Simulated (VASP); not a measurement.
# InSe2 (P6/mmm) in VASP: notebook

InSe2 is run at these levels: PBE; tasks: single point, relaxation of cell and atoms.

Program: VASP 6.6.1. These are calculated values, not measurements. Logs are shortened: lines on timing, memory, paths and dates and some standing lists are left out, and cuts for length are marked.

## 1. The cell of the first run

The structure is hexagonal, space group P6/mmm (No. 191). The conventional cell has a = 4.768 Å, b = 4.768 Å, c = 3.918 Å, α = 90.00°, β = 90.00°, γ = 120.00°. In (site symmetry 6/mmm) has 12 Se at 3.38 Å and 2 In at 3.92 Å within 4.4 Å. Within 3.6 Å of Se (site symmetry -6m2) lie 3 Se at 2.75 Å and 6 In at 3.38 Å.

## 2. Single point, PBE

The input, INCAR:

```
PREC = Accurate
ENCUT = 520
EDIFF = 1E-6
ISMEAR = 0
SIGMA = 0.1
LREAL = False
LASPH = True
NELM = 100
ALGO = Normal
ISIF = 2
LWAVE = False
LCHARG = True
GGA = PE
LELF = True
LVHAR = True
NBANDS = 20
```

The input, KPOINTS:

```
Automatic mesh
0
Gamma
  12 12 14
```

The input, POSCAR:

```
InSe2
1.0
    4.7680373403      0.0000000000      0.0000000000
   -2.3840186702      4.1292414629      0.0000000000
    0.0000000000      0.0000000000      3.9176669912
In Se
1 2
Direct
    0.0000000000      0.0000000000      0.0000000000
    0.3333333333      0.6666666667      0.5000000000
    0.6666666667      0.3333333333      0.5000000000
```

Potentials or basis: VASP PAW PBE potentials, release 64 (In_d, Se).

On the command line:

```sh
> cat potpaw_PBE.64/In_d/POTCAR potpaw_PBE.64/Se/POTCAR > POTCAR
> mpirun -np 1 vasp_std > vasp.out
```

OUTCAR:

```text
PREC = Accurate
   ENCUT = 520
   EDIFF = 1E-6
   ISMEAR = 0
   LREAL = False
   LASPH = True
   NELM = 100
   ISIF = 2
   GGA = PE

 ion  position               nearest neighbor table
   1  0.000  0.000  0.000-   2 3.38   3 3.38   2 3.38   3 3.38   3 3.38   3 3.38   2 3.38   2 3.38
                             3 3.38   3 3.38   2 3.38   2 3.38
   2  0.333  0.667  0.500-   3 2.75   3 2.75   3 2.75   1 3.38   1 3.38   1 3.38   1 3.38   1 3.38
                             1 3.38
   3  0.667  0.333  0.500-   2 2.75   2 2.75   2 2.75   1 3.38   1 3.38   1 3.38   1 3.38   1 3.38
                             1 3.38

  LATTYP: Found a hexagonal cell.
 ALAT       =     4.7680373403
 C/A-ratio  =     0.8216519108

  Lattice vectors:

 A1 = (   4.7680373403,   0.0000000000,   0.0000000000)
 A2 = (  -2.3840186702,   4.1292414629,   0.0000000000)
 A3 = (   0.0000000000,   0.0000000000,   3.9176669912)

Analysis of symmetry for initial positions (statically):
=====================================================================
 Subroutine PRICEL returns:
 Original cell was already a primitive cell.

 Routine SETGRP: Setting up the symmetry group for a
 hexagonal supercell.

 Subroutine GETGRP returns: Found 24 space group operations
 (whereof 24 operations were pure point group operations)
 out of a pool of 24 trial point group operations.

The static configuration has the point symmetry D_6h.

Analysis of symmetry for dynamics (positions and initial velocities):
=====================================================================
 Subroutine PRICEL returns:
 Original cell was already a primitive cell.

 Routine SETGRP: Setting up the symmetry group for a
 hexagonal supercell.

 Subroutine GETGRP returns: Found 24 space group operations
 (whereof 24 operations were pure point group operations)
 out of a pool of 24 trial point group operations.

The dynamic configuration has the point symmetry D_6h.

 Subroutine INISYM returns: Found 24 space group operations
 (whereof 24 operations are pure point group operations),
 and found     1 'primitive' translations

----------------------------------------------------------------------------------------

                                     Primitive cell

  volume of cell :      77.1325

  direct lattice vectors                    reciprocal lattice vectors
[... 80 lines left out ...]
   PREC   = accura    normal or accurate (medium, high low for compatibility)
   ISTART =      0    job   : 0-new  1-cont  2-samecut
   ICHARG =      2    charge: 1-file 2-atom 10-const
   ISPIN  =      1    spin polarized calculation?
   LNONCOLLINEAR =      F non collinear calculations
   LSORBIT =      F    spin-orbit coupling
   LASPH  =      T    aspherical Exc in radial PAW
   ENCUT  =  520.0 eV  38.22 Ry    6.18 a.u.   8.87  8.87  7.28*2*pi/ulx,y,z
   NELM   =    100;   NELMIN=  2; NELMDL= -5     # of ELM steps
   EDIFF  = 0.1E-05   stopping-criterion for ELM
   LREAL  =      F    real-space projection
   EDIFFG = 0.1E-04   stopping-criterion for IOM
   NSW    =      0    number of steps for IOM
   IBRION =     -1    ionic relax: 0-MD 1-quasi-New 2-CG
   NFREE  =      0    steps in history (QN), initial steepest desc. (CG)
   ISIF   =      2    stress and relaxation
   ISYM   =      2    0-nonsym 1-usesym 2-fastsym
   POTIM  = 0.5000    time-step for ionic-motion
   TEBEG  =    0.0;   TEEND  =   0.0 temperature during run
   PSTRESS=    0.0 pullay stress
   NELECT =      25.0000    total number of electrons
   NUPDOWN=      -1.0000    fix difference up-down
   EMIN   =  10.00;   EMAX   =-10.00  energy-range for DOS
   EFERMI =   0.00;   METHOD = LEGACY
   ISMEAR =     0;   SIGMA  =   0.10  broadening in eV -4-tet -1-fermi 0-gaus
   EFERMI_NEDOS =   21; number of points for ismear=-14 and -15
   IALGO  =     38    algorithm
   IMIX   =      4    mixing-type and parameters
     AMIX     =   0.40;   BMIX     =  1.00
     AMIX_MAG =   1.60;   BMIX_MAG =  1.00
  volume/ion in A,a.u.               =      25.71       173.51
  Fermi-wavevector in a.u.,A,eV,Ry     =   1.124542  2.125076 17.205856  1.264595
  Thomas-Fermi vector in A             =   2.261214
   LORBIT       =      0    0 simple, 1 ext, 2 COOP (PROOUT), +10 PAW based schemes
   GGA     = PE    functional components
   LHFCALC =     F    Hartree Fock is set to
   AEXX    =    0.0000 exact exchange contribution
   IVDW    =     0    specifies the selected vdW correction
   LEPSILON=     F    determine dielectric tensor
   LRPA    =     F    only Hartree local field effects (RPA)
 non-spin polarized calculation
 Gauss-broadening in eV      SIGMA  =   0.10
  energy-cutoff  :      520.00
  volume of cell :       77.13
 maximum number of plane-waves:      2109
 NGX is ok and might be reduce to    36
   NGX = 17   NGY = 17   NGZ = 15

 number of electron      24.9999995 magnetization

 Free energy of the ion-electron system (eV)
  ---------------------------------------------------
  ext. energy  EPLUGINS =         0.00000000
  ---------------------------------------------------
  free energy    TOTEN  =        -9.24952344 eV

  energy without entropy =       -9.24179096  energy(sigma->0) =       -9.24565720

 E-fermi :   4.6683     XC(G=0):  -9.6678

 val. band max:        4.6553723744   @ k =   0.2500   0.0000   0.0714
 cond. band min:       4.6779680825   @ k =   0.2500   0.0833   0.0000
 fundamental gap:      0.0225957080
 Fermi energy:         4.6683081210

 k-point     1 :       0.0000    0.0000    0.0000
  band No.  band energies     occupation
      1     -10.0364      2.00000
      2      -9.5253      2.00000
      3      -9.4890      2.00000
      4      -9.4890      2.00000
      5      -9.4724      2.00000
      6      -9.4724      2.00000
[... 541 lines left out ...]
     19      12.4022      0.00000
     20      13.1112      0.00000

 [... further k-points ...]
[... 5 lines left out ...]
  --------------------------------------------------------------------------------------
  -------------------------------------------------------------------------------------
  Total        0.0053844      0.0053844      0.0157445     -0.0000000      0.0000000      0.0000000
  in kB        0.1118430      0.1118430      0.3270414     -0.0000000      0.0000000      0.0000000
  external PRESSURE =       0.1835758 kB  Pullay stress =       0.0000000 kB

 VOLUME and BASIS-vectors are now :
 -----------------------------------------------------------------------------
  energy-cutoff  :      520.00
  volume of cell :       77.13
      direct lattice vectors                 reciprocal lattice vectors
     4.768037340  0.000000000  0.000000000     0.209729901  0.121087615  0.000000000
    -2.384018670  4.129241463  0.000000000     0.000000000  0.242175230  0.000000000
     0.000000000  0.000000000  3.917666991     0.000000000  0.000000000  0.255253957

 POSITION                                       TOTAL-FORCE (eV/Angst)
 -----------------------------------------------------------------------------------
      0.00000      0.00000      0.00000         0.000000      0.000000     -0.000000
     -0.00000      2.75283      1.95883        -0.000000     -0.000000      0.000000
      2.38402      1.37641      1.95883         0.000000      0.000000     -0.000000
 -----------------------------------------------------------------------------------
    total drift:                               -0.000000      0.000000     -0.000000

  FREE ENERGIE OF THE ION-ELECTRON SYSTEM (eV)
  ---------------------------------------------------
  free  energy   TOTEN  =        -9.2495234364 eV

  energy  without entropy=       -9.2417909564  energy(sigma->0) =       -9.24565720
```

OSZICAR:

```text
N       E                     dE             d eps       ncg     rms          rms(c)
DAV:   1     0.187689391880E+03    0.18769E+03   -0.10962E+04  6108   0.126E+03
DAV:   2     0.956771773153E+01   -0.17812E+03   -0.17128E+03  6552   0.323E+02
DAV:   3    -0.871050411518E+01   -0.18278E+02   -0.17750E+02  7696   0.985E+01
DAV:   4    -0.936001853042E+01   -0.64951E+00   -0.64519E+00  7108   0.181E+01
DAV:   5    -0.938206844976E+01   -0.22050E-01   -0.22045E-01  8612   0.354E+00    0.485E+00
DAV:   6    -0.926609262077E+01    0.11598E+00   -0.17632E-01  8232   0.557E+00    0.290E+00
DAV:   7    -0.924967343160E+01    0.16419E-01   -0.88727E-02  8172   0.240E+00    0.672E-01
DAV:   8    -0.924943198729E+01    0.24144E-03   -0.11521E-02  7668   0.125E+00    0.178E-01
DAV:   9    -0.924952374659E+01   -0.91759E-04   -0.96082E-04  7352   0.281E-01    0.760E-02
DAV:  10    -0.924951847090E+01    0.52757E-05   -0.90317E-05  8356   0.580E-02    0.252E-02
DAV:  11    -0.924952357239E+01   -0.51015E-05   -0.16529E-05  7280   0.581E-02    0.682E-03
DAV:  12    -0.924952343638E+01    0.13601E-06   -0.22218E-06  6056   0.117E-02
   1 F= -.92495234E+01 E0= -.92456572E+01  d E =-.773248E-02
```

stdout:

```text
POSCAR found type information on POSCAR InSe
 POSCAR found :  2 types and       3 ions
 scaLAPACK will be used
 LDA part: xc-table for (Slater+PW92), standard interpolation
 POSCAR, INCAR and KPOINTS ok, starting setup
 FFT: planning ... GRIDC
 FFT: planning ... GRID_SOFT
 FFT: planning ... GRID
 WAVECAR not read
 entering main loop
```

Run time: 2.1 min. Hardware: 1 thread of Intel Xeon Platinum 8259CL at 2.50GHz (Skylake/Cascade Lake), shared host; peak memory 0.35 GiB.

Results:

| Item | Value |
| --- | --- |
| Free energy | -9.2495 eV |
| Pressure | 0.0 GPa |

Levels at points of the mesh, in eV from the Fermi level:
```tsv
k point	band 11	band 12	band 13	band 14	band 15	band 16
(0.00, 0.00, 0.00)	-2.66	-1.43	-1.43	0.78	4.41	6.34
(0.50, 0.00, 0.00)	-0.66	-0.27	0.18	1.75	2.57	4.20
(0.00, 0.00, 0.50)	-0.76	-0.30	-0.30	0.49	1.24	3.37
(0.50, 0.00, 0.50)	-3.93	-1.18	0.69	1.92	1.98	2.95
```

Caveat: spin-orbit coupling is left out, which moves the levels of the heavy elements.

## 3. Relaxation of cell and atoms, PBE

This run uses another cell than the first one, of 23.44 Å³/atom, 0.912 times its volume.

The input, INCAR:

```
  PREC = Accurate
  ENCUT = 600
  EDIFF = 1E-6
  ISMEAR = 0
  SIGMA = 0.1
  LREAL = False
  LASPH = True
  NELM = 100
  ALGO = Normal
  ISIF = 3
  LWAVE = False
  LCHARG = False
  GGA = PE
  IBRION = 2
  NSW = 100
  EDIFFG = -0.01
```

The input, KPOINTS:

```
regular mesh
0
Gamma
  12 12 14
```

The input, POSCAR:

```
InSe2
1.0
    4.8692075143      0.0000000000      0.0000000000
   -2.4346037572      4.2168574037      0.0000000000
    0.0000000000      0.0000000000      3.4248262496
In Se
1 2
Direct
    0.0000000000      0.0000000000      0.0000000000
    0.3333333333      0.6666666667      0.5000000000
    0.6666666667      0.3333333333      0.5000000000
```

Potentials or basis: VASP PAW PBE potentials, release 64 (In_d, Se).

On the command line:

```sh
> cat potpaw_PBE.64/In_d/POTCAR potpaw_PBE.64/Se/POTCAR > POTCAR
> mpirun -np 1 vasp_std > vasp.out
```

OUTCAR:

```text
PREC = Accurate
   ENCUT = 600
   EDIFF = 1E-6
   ISMEAR = 0
   LREAL = False
   LASPH = True
   NELM = 100
   ISIF = 3
   GGA = PE
   IBRION = 2
   NSW = 100
   EDIFFG = -0.01

 ion  position               nearest neighbor table
   1  0.000  0.000  0.000-   2 3.29   3 3.29   2 3.29   3 3.29   3 3.29   3 3.29   2 3.29   2 3.29
                             3 3.29   3 3.29   2 3.29   2 3.29
   2  0.333  0.667  0.500-   1 3.29   1 3.29   1 3.29   1 3.29   1 3.29   1 3.29
   3  0.667  0.333  0.500-   1 3.29   1 3.29   1 3.29   1 3.29   1 3.29   1 3.29

  LATTYP: Found a hexagonal cell.
 ALAT       =     4.8692075143
 C/A-ratio  =     0.7033642003

  Lattice vectors:

 A1 = (   4.8692075143,   0.0000000000,   0.0000000000)
 A2 = (  -2.4346037572,   4.2168574037,   0.0000000000)
 A3 = (   0.0000000000,   0.0000000000,   3.4248262496)

Analysis of symmetry for initial positions (statically):
[... 169 lines left out ...]
 number of electron      25.0000000 magnetization

 Free energy of the ion-electron system (eV)
  ---------------------------------------------------
  ext. energy  EPLUGINS =         0.00000000
  ---------------------------------------------------
  free energy    TOTEN  =        -9.09779507 eV

  energy without entropy =       -9.08596033  energy(sigma->0) =       -9.09187770

 E-fermi :   5.6192     XC(G=0): -10.1545

 val. band max:        5.6160382027   @ k =   0.0833   0.0833   0.5000
 cond. band min:       5.6368799556   @ k =   0.2500   0.0833   0.3571
 fundamental gap:      0.0208417528
 Fermi energy:         5.6192244953
[... 1179 lines left out ...]
--------------------------------------- Ionic step        8  -------------------------------------------

 number of electron      25.0000000 magnetization

 Free energy of the ion-electron system (eV)
  ---------------------------------------------------
  ext. energy  EPLUGINS =         0.00000000
  ---------------------------------------------------
  free energy    TOTEN  =        -9.24847765 eV

  energy without entropy =       -9.24075678  energy(sigma->0) =       -9.24461721

 E-fermi :   4.6588     XC(G=0):  -9.6618

 val. band max:        4.6520268081   @ k =   0.2500   0.0000   0.0714
 cond. band min:       4.6611235262   @ k =   0.2500   0.0833   0.0000
 fundamental gap:      0.0090967180
 Fermi energy:         4.6588049786
[... 486 lines left out ...]
  FREE ENERGIE OF THE ION-ELECTRON SYSTEM (eV)
  ---------------------------------------------------
  free  energy   TOTEN  =        -9.2484776499 eV

  energy  without entropy=       -9.2407567777  energy(sigma->0) =       -9.24461721

 reached required accuracy - stopping structural energy minimisation
```

OSZICAR:

```text
N       E                     dE             d eps       ncg     rms          rms(c)
DAV:   1     0.187902197608E+03    0.18790E+03   -0.12423E+04  4864   0.180E+03
[... 62 lines left out ...]
       N       E                     dE             d eps       ncg     rms          rms(c)
DAV:   1    -0.925065397951E+01   -0.22385E-02   -0.69435E-02  5856   0.371E+00    0.266E-01
DAV:   2    -0.924887314911E+01    0.17808E-02   -0.42228E-03  6144   0.114E+00    0.111E-01
DAV:   3    -0.924848526068E+01    0.38789E-03   -0.14030E-03  6136   0.569E-01    0.417E-02
DAV:   4    -0.924847851442E+01    0.67463E-05   -0.63364E-05  5144   0.791E-02    0.179E-02
DAV:   5    -0.924847732814E+01    0.11863E-05   -0.58611E-06  6560   0.437E-02    0.669E-03
DAV:   6    -0.924847764987E+01   -0.32172E-06   -0.98160E-07  2848   0.987E-03
   8 F= -.92484776E+01 E0= -.92446172E+01  d E =-.107348E-03
```

CONTCAR:

```text
InSe2
   1.00000000000000
     4.7668994522697457    0.0000000000012249    0.0000000000000000
    -2.3834497261827616    4.1282560229680847    0.0000000000000000
    -0.0000000000000000    0.0000000000000000    3.9239083797187213
  In              Se
     1     2
Direct
     0.0000000000000000    0.0000000000000000    0.0000000000000000
     0.3333333332999970    0.6666666667000030    0.5000000000000000
     0.6666666667000030    0.3333333332999970    0.5000000000000000

  0.00000000E+00  0.00000000E+00  0.00000000E+00
  0.00000000E+00  0.00000000E+00  0.00000000E+00
  0.00000000E+00  0.00000000E+00  0.00000000E+00
```

Run time: 11 min. Hardware: 1 thread of Intel Xeon Platinum 8259CL at 2.50GHz (Skylake/Cascade Lake), shared host; peak memory 0.38 GiB.

Results:

| Property | Result |
| --- | --- |
| Free energy | -9.2485 eV |
| Relaxed volume | 25.74 Å³/atom |
| Relaxed cell | a = 4.767 Å, b = 4.767 Å, c = 3.924 Å, α = 90.00°, β = 90.00°, γ = 120.00° |
| Space group after relaxing (to 0.05 Å) | P6/mmm (No. 191) |
| Energy gained by relaxing | 50.2 meV/atom |
| Ionic steps | 8 |
| Pressure after relaxing | 0.0 GPa |

The path:
```tsv
step	energy change (eV)	largest force (eV/Å)	pressure (GPa)	volume (Å³)
1	0.0000	0.0000	1.67	70.32
2	-0.0575	0.0000	0.35	72.81
3	-0.1125	0.0000	-1.79	78.60
4	-0.1482	0.0000	-0.56	77.81
5	-0.1506	0.0000	-0.09	77.55
6	-0.1506	0.0000	-0.05	77.53
7	-0.1506	0.0000	-0.05	77.45
8	-0.1507	0.0000	0.03	77.22
```

Final structure:
```cif
data_structure
_symmetry_space_group_name_H-M 'P 1'
_symmetry_Int_Tables_number 1
_cell_length_a 4.7669
_cell_length_b 4.7669
_cell_length_c 3.9239
_cell_angle_alpha 90.000
_cell_angle_beta 90.000
_cell_angle_gamma 120.000
_cell_volume 77.22
loop_
_atom_site_label
_atom_site_type_symbol
_atom_site_fract_x
_atom_site_fract_y
_atom_site_fract_z
_atom_site_occupancy
In1 In 0.00000 0.00000 0.00000 1
Se1 Se 0.33333 0.66667 0.50000 1
Se2 Se 0.66667 0.33333 0.50000 1
```

Levels at points of the mesh, in eV from the Fermi level:
| k point | band 10 | band 11 | band 12 | band 13 | band 14 | band 15 | band 16 |
| --- | --- | --- | --- | --- | --- | --- | --- |
| (0.00, 0.00, 0.00) | -3.61 | -2.67 | -1.42 | -1.42 | 0.77 | 4.40 | 6.33 |
| (0.50, 0.00, 0.00) | -1.50 | -0.67 | -0.28 | 0.19 | 1.75 | 2.56 | 4.20 |
| (0.00, 0.00, 0.50) | -4.05 | -0.75 | -0.30 | -0.30 | 0.49 | 1.25 | 3.37 |
| (0.50, 0.00, 0.50) | -4.14 | -3.93 | -1.18 | 0.69 | 1.92 | 1.98 | 2.96 |

Caveat: spin-orbit coupling is left out, which moves the levels of the heavy elements.

## 4. Single point, PBE

This run uses another cell than the first one, of 23.44 Å³/atom, 0.912 times its volume.

The input, INCAR:

```
SYSTEM = InSe2
PREC = Accurate ; ENCUT = 520
EDIFF = 1E-7 ; ISMEAR = 0
SIGMA = 0.1 ; LREAL = .False.
LASPH = .True. ; NELM = 100
ALGO = Normal ; ISIF = 2
LWAVE = .False. ; LCHARG = .False.
GGA = PE ; NBANDS = 20
```

The input, KPOINTS:

```
regular mesh
0
Gamma
  6 6 6
  0 0 0
```

POSCAR is that of step 3.

On the command line:

```sh
> cat potpaw_PBE.64/In_d/POTCAR potpaw_PBE.64/Se/POTCAR > POTCAR
> mpirun -np 1 vasp_std > vasp.out
```

Run time: 34 s. Hardware: 1 thread of Intel Xeon Platinum 8259CL at 2.50GHz (Skylake/Cascade Lake), shared host; peak memory 0.19 GiB.

Results (log left out):

```yaml
Free_energy: -9.0496 eV
Pressure: 2.0 GPa
```

Stress tensor (GPa, compression positive):
```
0.56 0.00 0.00
0.00 0.56 0.00
0.00 0.00 4.80
```

Levels at points of the mesh, in eV from the Fermi level:
```tsv
k point	band 9	band 10	band 11	band 12	band 13	band 14	band 15	band 16	band 17	band 18
(0.00, 0.00, 0.00)	-4.53	-3.93	-2.24	-2.24	-1.49	1.34	5.05	6.57	6.57	8.65
(0.50, 0.00, 0.00)	-5.67	-0.52	-0.52	-0.20	0.21	1.05	3.47	3.98	6.63	6.91
(0.00, 0.00, 0.50)	-3.95	-3.95	-1.83	-0.42	-0.42	0.43	0.48	3.14	3.14	5.23
(0.50, 0.00, 0.50)	-4.51	-4.32	-4.13	-1.64	0.37	1.52	1.70	2.32	6.03	7.99
```

Caveat: spin-orbit coupling is left out, which moves the levels of the heavy elements.

## 5. Summary

```csv
task,cell,k mesh,cutoff (eV),gap on the mesh (eV),pressure (GPa)
single point,"a = 4.768, b = 4.768, c = 3.918 Å, angles 90.0, 90.0, 120.0°, 3 atoms",12 × 12 × 14,520,none,0.0
relaxation of cell and atoms,"relaxed from a = 4.869, b = 4.869, c = 3.425 Å, angles 90.0, 90.0, 120.0°, 3 atoms",12 × 12 × 14,600,none,0.0
single point,"a = 4.869, b = 4.869, c = 3.425 Å, angles 90.0, 90.0, 120.0°, 3 atoms",6 × 6 × 6,520,none,2.0
```

Alike in all rows: level PBE; potentials or basis VASP PAW PBE potentials, release 64 (In_d, Se); no spin polarisation; smearing gaussian 0.1 eV.

Caveats: spin-orbit coupling is left out, which moves the levels of the heavy elements.

Absolute energies hang on the potentials; compare differences alone.
